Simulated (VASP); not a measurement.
The system is InP.

```xyz
2
Lattice="0.0000 2.9538 2.9538 2.9538 0.0000 2.9538 2.9538 2.9538 0.0000" Properties=species:S:1:pos:R:3 pbc="T T T"
In    0.0000    0.0000    0.0000
P     1.4769    1.4769    1.4769
```

Base run:

* Program: VASP 6.6.1
* Functional: r2SCAN
* Potentials or basis: VASP PAW PBE potentials, release 64 (In_d, P)
* Cutoff: 520 eV
* k mesh: 6 × 6 × 6
* Occupations: gaussian, width 0.01 eV
* Spin: no spin polarisation

Its results: band gap on the k mesh 1.03 eV; electronic dielectric tensor (diagonal) 9.26.

Problem. The run is repeated on the same cell with these changes: functional from r2SCAN to PBE. What comes out?

Solution. Band gap on the k mesh 0.58 eV; electronic dielectric tensor (diagonal) 27.84.

Caveats: spin-orbit coupling is left out, which moves the levels of the heavy elements; the gap is small at this level, which inflates the dielectric constant (at least some runs); semilocal functionals underestimate gaps, and a narrow one can read as zero (at least some runs).

